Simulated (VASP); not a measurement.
# ZnAu in VASP: notebook, part 2 of 2

VASP 6.6.1.

### Step 4. Single point, PBEsol (atoms moved at random)

The input, INCAR:

```
  PREC = Accurate
  ENCUT = 520
  EDIFF = 1E-6
  ISMEAR = -1
  SIGMA = 0.05
  LREAL = False
  LASPH = True
  NELM = 100
  ALGO = Fast
  ISIF = 2
  LWAVE = False
  LCHARG = False
  GGA = PS
  NBANDS = 18
```

The input, KPOINTS:

```
regular mesh
0
Gamma
  8 8 8
```

The input, POSCAR:

```
ZnAu
1.0
    3.1470000000      0.0000000000      0.0000000000
    0.0000000000      3.1470000000      0.0000000000
    0.0000000000      0.0000000000      3.1470000000
Au Zn
1 1
Direct
    0.0044500000     -0.0030310000     -0.0105960000
    0.4851550000      0.5154480000      0.5024370000
```

Potentials or basis: VASP PAW PBE potentials, release 64 (Au, Zn).

On the command line:

```sh
> cat potpaw_PBE.64/Au/POTCAR potpaw_PBE.64/Zn/POTCAR > POTCAR
> mpirun -np 1 vasp_std > vasp.out
```

OUTCAR:

```text
PREC = Accurate
   ENCUT = 520
   EDIFF = 1E-6
   ISMEAR = -1
   LREAL = False
   LASPH = True
   NELM = 100
   ISIF = 2
   GGA = PS

 ion  position               nearest neighbor table
   1  0.004  0.997  0.989-   2 2.63   2 2.68   2 2.70   2 2.70   2 2.75   2 2.75   2 2.77   2 2.82

   2  0.485  0.515  0.502-   1 2.63   1 2.68   1 2.70   1 2.70   1 2.75   1 2.75   1 2.77   1 2.82

  LATTYP: Found a simple cubic cell.
 ALAT       =     3.1470000000

  Lattice vectors:

 A1 = (   3.1470000000,   0.0000000000,   0.0000000000)
 A2 = (   0.0000000000,   3.1470000000,   0.0000000000)
 A3 = (   0.0000000000,   0.0000000000,   3.1470000000)

Analysis of symmetry for initial positions (statically):
=====================================================================
 Subroutine PRICEL returns:
 Original cell was already a primitive cell.

 Routine SETGRP: Setting up the symmetry group for a
 simple cubic supercell.

 Subroutine GETGRP returns: Found  1 space group operations
 (whereof  1 operations were pure point group operations)
 out of a pool of 48 trial point group operations.

The static configuration has the point symmetry C_1 .

Analysis of symmetry for dynamics (positions and initial velocities):
=====================================================================
 Subroutine PRICEL returns:
 Original cell was already a primitive cell.

 Routine SETGRP: Setting up the symmetry group for a
 simple cubic supercell.

 Subroutine GETGRP returns: Found  1 space group operations
 (whereof  1 operations were pure point group operations)
 out of a pool of 48 trial point group operations.

The dynamic configuration has the point symmetry C_1 .

 Subroutine INISYM returns: Found  1 space group operations
 (whereof  1 operations are pure point group operations),
 and found     1 'primitive' translations

----------------------------------------------------------------------------------------

                                     Primitive cell

  volume of cell :      31.1667

  direct lattice vectors                    reciprocal lattice vectors
     3.147000000  0.000000000  0.000000000     0.317762949  0.000000000  0.000000000
     0.000000000  3.147000000  0.000000000     0.000000000  0.317762949  0.000000000
     0.000000000  0.000000000  3.147000000     0.000000000  0.000000000  0.317762949

  length of vectors
     3.147000000  3.147000000  3.147000000     0.317762949  0.317762949  0.317762949

  position of ions in fractional coordinates (direct lattice)
     0.004450000  0.996969000  0.989404000
     0.485155000  0.515448000  0.502437000

  ion indices of the primitive-cell ions
   primitive index   ion index
                 1           1
                 2           2

----------------------------------------------------------------------------------------

 KPOINTS: regular mesh

Automatic generation of k-mesh.
 Grid dimensions read from file:
 generate k-points for:    8    8    8

 Generating k-lattice:

  Cartesian coordinates                     Fractional coordinates (reciprocal lattice)
     0.039720369  0.000000000  0.000000000     0.125000000  0.000000000  0.000000000
     0.000000000  0.039720369  0.000000000     0.000000000  0.125000000  0.000000000
     0.000000000  0.000000000  0.039720369     0.000000000  0.000000000  0.125000000

  Length of vectors
     0.039720369  0.039720369  0.039720369

  Shift w.r.t. Gamma in fractional coordinates (k-lattice)
     0.000000000  0.000000000  0.000000000

 Subroutine IBZKPT returns following result:
 ===========================================

 Found    260 irreducible k-points:

 Following reciprocal coordinates:
            Coordinates               Weight
  0.000000  0.000000  0.000000      1.000000
  0.125000  0.000000  0.000000      2.000000
  0.000000  0.125000  0.000000      2.000000
  0.000000  0.000000  0.125000      2.000000
  0.250000  0.000000  0.000000      2.000000
  0.000000  0.250000  0.000000      2.000000
[... 16 lines left out ...]
 -0.125000  0.250000  0.000000      2.000000
 -0.250000  0.000000  0.125000      2.000000
 [... further k-points ...]
   k-points           NKPTS =    260   k-points in BZ     NKDIM =    260   number of bands    NBANDS=     18
   number of dos      NEDOS =    301   number of ions     NIONS =      2
   total plane-waves  NPLWV =  13824
   dimension x,y,z NGX =    24 NGY =   24 NGZ =   24
   dimension x,y,z NGXF=    48 NGYF=   48 NGZF=   48
   ions per type =               1   1
   NGX,Y,Z   is equivalent  to a cutoff of  12.68, 12.68, 12.68 a.u.
   NGXF,Y,Z  is equivalent  to a cutoff of  25.36, 25.36, 25.36 a.u.
 SYSTEM =  unknown system
   PREC   = accura    normal or accurate (medium, high low for compatibility)
   ISTART =      0    job   : 0-new  1-cont  2-samecut
   ICHARG =      2    charge: 1-file 2-atom 10-const
   ISPIN  =      1    spin polarized calculation?
   LNONCOLLINEAR =      F non collinear calculations
   LSORBIT =      F    spin-orbit coupling
   LASPH  =      T    aspherical Exc in radial PAW
   ENCUT  =  520.0 eV  38.22 Ry    6.18 a.u.   5.85  5.85  5.85*2*pi/ulx,y,z
   NELM   =    100;   NELMIN=  2; NELMDL= -5     # of ELM steps
   EDIFF  = 0.1E-05   stopping-criterion for ELM
   LREAL  =      F    real-space projection
   EDIFFG = 0.1E-04   stopping-criterion for IOM
   NSW    =      0    number of steps for IOM
   IBRION =     -1    ionic relax: 0-MD 1-quasi-New 2-CG
   NFREE  =      0    steps in history (QN), initial steepest desc. (CG)
   ISIF   =      2    stress and relaxation
   ISYM   =      2    0-nonsym 1-usesym 2-fastsym
   POTIM  = 0.5000    time-step for ionic-motion
   TEBEG  =    0.0;   TEEND  =   0.0 temperature during run
   PSTRESS=    0.0 pullay stress
   NELECT =      23.0000    total number of electrons
   NUPDOWN=      -1.0000    fix difference up-down
   EMIN   =  10.00;   EMAX   =-10.00  energy-range for DOS
   EFERMI =   0.00;   METHOD = LEGACY
   ISMEAR =    -1;   SIGMA  =   0.05  broadening in eV -4-tet -1-fermi 0-gaus
   EFERMI_NEDOS =   21; number of points for ismear=-14 and -15
   IALGO  =     68    algorithm
   IMIX   =      4    mixing-type and parameters
     AMIX     =   0.40;   BMIX     =  1.00
     AMIX_MAG =   1.60;   BMIX_MAG =  1.00
  volume/ion in A,a.u.               =      15.58       105.16
  Fermi-wavevector in a.u.,A,eV,Ry     =   1.479406  2.795672 29.778283  2.188642
  Thomas-Fermi vector in A             =   2.593568
   LORBIT       =      0    0 simple, 1 ext, 2 COOP (PROOUT), +10 PAW based schemes
   GGA     = PS    functional components
   LHFCALC =     F    Hartree Fock is set to
   AEXX    =    0.0000 exact exchange contribution
   IVDW    =     0    specifies the selected vdW correction
   LEPSILON=     F    determine dielectric tensor
   LRPA    =     F    only Hartree local field effects (RPA)
 non-spin polarized calculation
 RMM-DIIS sequential band-by-band and
  energy-cutoff  :      520.00
  volume of cell :       31.17
 maximum number of plane-waves:       860
   NGX = 11   NGY = 11   NGZ = 11

 number of electron      23.0000000 magnetization

 Free energy of the ion-electron system (eV)
  ---------------------------------------------------
  ext. energy  EPLUGINS =         0.00000000
  ---------------------------------------------------
  free energy    TOTEN  =        -5.94113431 eV

  energy without entropy =       -5.93894689  energy(sigma->0) =       -5.94004060

 E-fermi :   6.7875     XC(G=0): -12.5319

 val. band max:        6.6161468147   @ k =   0.5000  -0.2500   0.3750
 cond. band min:       6.9621754927   @ k =   0.1250   0.3750   0.3750
 fundamental gap:      0.3460286780
 Fermi energy:         6.7875255485

 k-point     1 :       0.0000    0.0000    0.0000
  band No.  band energies     occupation
      1      -3.7527      2.00000
      2      -1.1901      2.00000
      3      -1.1866      2.00000
      4      -0.4973      2.00000
      5      -0.4808      2.00000
      6      -0.4798      2.00000
[... 10 lines left out ...]
     17      19.0227      0.00000
     18      25.2293      0.00000

 k-point     2 :       0.1250    0.0000    0.0000
  band No.  band energies     occupation
      1      -3.4768      2.00000
      2      -1.1304      2.00000
      3      -1.1063      2.00000
      4      -0.4958      2.00000
      5      -0.4838      2.00000
      6      -0.4628      2.00000
[... 10 lines left out ...]
     17      20.3367      0.00000
     18      25.0047      0.00000
[... 442 lines left out ...]
 k-point    24 :      -0.2500    0.0000    0.1250
  band No.  band energies     occupation
      1      -2.4570      2.00000
      2      -0.9458      2.00000
      3      -0.8485      2.00000
      4      -0.5553      2.00000
      5      -0.4839      2.00000
      6      -0.3951      2.00000
[... 10 lines left out ...]
     17      20.9554      0.00000
     18      23.4073      0.00000

 [... further k-points ...]
[... 5 lines left out ...]
  --------------------------------------------------------------------------------------
  -------------------------------------------------------------------------------------
  Total       -0.3074996     -0.3048947     -0.2911946     -0.0664324      0.0456172     -0.0475385
  in kB      -15.8075614    -15.6736527    -14.9693751     -3.4150755      2.3450338     -2.4437990
  external PRESSURE =     -15.4835297 kB  Pullay stress =       0.0000000 kB

 VOLUME and BASIS-vectors are now :
 -----------------------------------------------------------------------------
  energy-cutoff  :      520.00
  volume of cell :       31.17
      direct lattice vectors                 reciprocal lattice vectors
     3.147000000  0.000000000  0.000000000     0.317762949  0.000000000  0.000000000
     0.000000000  3.147000000  0.000000000     0.000000000  0.317762949  0.000000000
     0.000000000  0.000000000  3.147000000     0.000000000  0.000000000  0.317762949

 POSITION                                       TOTAL-FORCE (eV/Angst)
 -----------------------------------------------------------------------------------
      0.01400      3.13746      3.11365        -0.217266      0.208460      0.148590
      1.52678      1.62211      1.58117         0.217266     -0.208460     -0.148590
 -----------------------------------------------------------------------------------
    total drift:                               -0.000552      0.000501      0.000171

  FREE ENERGIE OF THE ION-ELECTRON SYSTEM (eV)
  ---------------------------------------------------
  free  energy   TOTEN  =        -5.9411343125 eV

  energy  without entropy=       -5.9389468883  energy(sigma->0) =       -5.94004060
```

Run time: 35 s. Hardware: 1 thread of Intel Xeon 6975P-C (Granite Rapids), shared host; peak memory 0.26 GiB.

What came out:

| Item | Value |
| --- | --- |
| Free energy | -5.9411 eV |
| Pressure | -1.5 GPa |
| Largest force | 0.336 eV/Å |
| Band gap on the k mesh | zero (an odd number of electrons rules out a gap without spin polarisation) |

Forces on the atoms (eV/Å):
```
Au  -0.217  0.208  0.149
Zn   0.217 -0.208 -0.149
```

Stress tensor (GPa, compression positive):
```
-1.58 -0.34 -0.24
-0.34 -1.57  0.23
-0.24  0.23 -1.50
```

Levels at points of the mesh, in eV from the Fermi level:
```tsv
k point	band 10	band 11	band 12	band 13	band 14	band 15
(0.00, 0.00, 0.00)	-3.60	-3.60	5.09	5.10	5.10	8.93
(0.50, 0.00, 0.00)	-4.77	-3.75	-2.24	10.41	10.93	11.10
(0.00, 0.50, 0.00)	-4.77	-3.75	-2.24	10.40	10.93	11.11
(0.00, 0.00, 0.50)	-4.76	-3.75	-2.25	10.37	10.94	11.17
(0.50, 0.50, 0.00)	-3.01	-1.89	-1.89	0.94	2.62	10.52
(0.00, 0.50, 0.50)	-3.01	-1.89	-1.89	0.94	2.63	10.53
(0.50, 0.00, 0.50)	-3.01	-1.89	-1.89	0.94	2.63	10.52
(0.50, 0.50, 0.50)	-2.96	1.51	3.67	3.77	3.81	3.83
```

Caveat: the cell differs from its parent crystal (atoms moved at random); the PAW data sets were made with another functional, which shifts forces and pressure a little; spin-orbit coupling is left out, which moves the levels of the heavy elements.

### Step 5. Summary

| cell | gap on the mesh (eV) | pressure (GPa) |
| --- | --- | --- |
| a = 3.168 Å, 2 atoms, atomic positions A | none | -4.5 |
| a = 3.188 Å, 2 atoms, atomic positions A | none | -6.7 |
| a = 3.147 Å, 2 atoms, atomic positions B | none | -1.5 |

Alike in all rows: task single point; level PBEsol; potentials or basis VASP PAW PBE potentials, release 64 (Au, Zn); no spin polarisation; k mesh 8 × 8 × 8; cutoff (eV) 520; smearing fermi-dirac 0.05 eV.

Caveats: the PAW data sets were made with another functional, which shifts forces and pressure a little; spin-orbit coupling is left out, which moves the levels of the heavy elements; the cell stands under tension (at least some runs).

Total energies depend on the potentials used, so only differences within one code and one set of settings carry meaning.

The gap in the log of VASP goes by the Fermi energy; the results here count the filled bands.